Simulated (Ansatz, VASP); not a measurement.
## Mo in VASP and in Ansatz

```
Mo
1.0
     0.00000    2.01500    2.01500
     2.01500    0.00000    2.01500
     2.01500    2.01500    0.00000
Mo
1
Cartesian
  0.0000 0.0000 0.0000
```

Alike in both runs: task single point; functional PBE; k mesh 24 × 24 × 24; occupations fermi-dirac, width 0.08 eV; no spin polarisation.

```csv
,VASP,Ansatz
version,VASP 6.6.1,Ansatz 0.2.0
potentials or method,"VASP PAW PBE potentials, release 64 (Mo_sv), cutoff 520 eV","all-electron LAPW, scalar-relativistic"
```

Ansatz gave:

- pressure (GPa): -4.6

Q: What did VASP give for the same quantities?

A: Pressure (GPa): -4.2.

Ansatz ran all-electron here, and VASP with PAW potentials.
